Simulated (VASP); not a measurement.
Here is a VASP 6.6.1 calculation.

The input INCAR:

```
ALGO = Normal ; EDIFF = 1E-7
EDIFFG = -0.01 ; ENCUT = 600
GGA = PE ; GGA_COMPAT = F
IBRION = 2 ; ISIF = 3
ISMEAR = 0 ; LASPH = T
LCHARG = F ; LREAL = F
LWAVE = F ; NELM = 120
NELMIN = 4 ; NSW = 100
PREC = Accurate ; SIGMA = 0.1
```

KPOINTS

```
k-points
0
Gamma
  12 12 14
```

File POSCAR:

```
Be3Tl
1.0
    4.3786909099      0.0000000000      0.0000000000
   -2.1893454549      3.7920575633      0.0000000000
    0.0000000000      0.0000000000      3.4225933430
Be Tl
3 1
Direct
    0.5000000000      0.0000000000      0.0000000000
    0.0000000000      0.5000000000      0.0000000000
    0.5000000000      0.5000000000      0.0000000000
    0.0000000000      0.0000000000      0.5000000000
```

Potentials or basis: VASP PAW PBE potentials, release 64 (Be, Tl_d).

Run with:

```console
$ cat potpaw_PBE.64/Be/POTCAR potpaw_PBE.64/Tl_d/POTCAR > POTCAR
$ mpirun -np 1 vasp_std > vasp.out
```

Question: What does it give for the space group after relaxing (to 0.1 Å)?

Answer: P6/mmm (No. 191).

Question: What does it give for the relaxed volume?

Answer: 14.26 Å³/atom.

Step by step:
```tsv
step	energy change (eV)	largest force (eV/Å)	pressure (GPa)	volume (Å³)
1	0.0000	0.0000	-0.03	56.83
2	-0.0002	0.0000	0.04	56.81
3	-0.0005	0.0000	0.17	56.76
4	-0.0003	0.0000	0.45	56.66
5	-0.0005	0.0000	0.25	56.73
6	-0.0006	0.0000	0.16	56.83
7	-0.0008	0.0000	-0.01	57.03
```
